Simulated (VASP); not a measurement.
Set up this calculation in VASP 6.6.1, as the native input.

- Task: single point
- Functional: r2SCAN
- Potentials or basis: VASP PAW PBE potentials, release 64 (N, B, As_d)
- Cutoff: 770 eV
- k mesh: 8 × 8 × 6
- Occupations: fermi-dirac, width 0.02 eV
- Spin: no spin polarisation
- Dipole correction: no
- Further INCAR settings: ALGO = Normal; EDIFF = 1e-06; NBANDS = 21

B2AsN:

```
N B As
1.0
     3.01824    0.00000    0.00000
     0.00000    3.01824    0.00000
     0.00000    0.00000    4.31680
N B As
1 2 1
Direct
  0.00000 0.00000 0.00000
  0.00000 0.50000 0.80135
  0.50000 0.00000 0.19865
  0.50000 0.50000 0.50000
```

The input as run:

POSCAR

```
B2AsN
1.0
    3.0182420632      0.0000000000      0.0000000000
    0.0000000000      3.0182420632      0.0000000000
    0.0000000000      0.0000000000      4.3167969352
N B As
1 2 1
Direct
    0.0000000000      0.0000000000      0.0000000000
    0.0000000000      0.5000000000      0.8013540279
    0.5000000000      0.0000000000      0.1986459721
    0.5000000000      0.5000000000      0.5000000000
```

INCAR.step1

```
  ALGO = Normal
  EDIFF = 1E-5
  ENCUT = 770
  GGA = PE
  GGA_COMPAT = False
  ISMEAR = -1
  LASPH = True
  LCHARG = False
  LREAL = False
  LWAVE = True
  NBANDS = 21
  NELM = 120
  PREC = Accurate
  SIGMA = 0.02
```

INCAR.step2

```
  ALGO = Normal
  EDIFF = 1E-6
  ENCUT = 770
  GGA_COMPAT = False
  ISIF = 2
  ISMEAR = -1
  ISTART = 1
  LASPH = True
  LCHARG = False
  LMIXTAU = True
  LREAL = False
  LWAVE = False
  METAGGA = R2SCAN
  NBANDS = 21
  NELM = 120
  PREC = Accurate
  SIGMA = 0.02
```

KPOINTS

```
k-points
0
Gamma
  8 8 6
```

Potentials or basis: VASP PAW PBE potentials, release 64 (N, B, As_d).

Command:

```bash
$ cat potpaw_PBE.64/N/POTCAR potpaw_PBE.64/B/POTCAR potpaw_PBE.64/As_d/POTCAR > POTCAR
$ cp INCAR.step1 INCAR
$ mpirun -np 1 vasp_std > vasp.out
$ cp INCAR.step2 INCAR
$ mpirun -np 1 vasp_std > vasp.out
```

It gave:

```
Pressure               : -5.8 GPa
Largest force          : 0.135 eV/Å
Band gap on the k mesh : 0.19 eV
```

Caveat: the cell stands under tension; semilocal functionals underestimate gaps, and a narrow one can read as zero; the PAW data sets were made with another functional, which shifts forces and pressure a little.

It took 4.4 min on 1 thread of Intel(R) Xeon(R) Platinum 8259CL CPU @ 2.50GHz (Skylake/Cascade Lake) (shared host), peak memory 0.24 GiB.
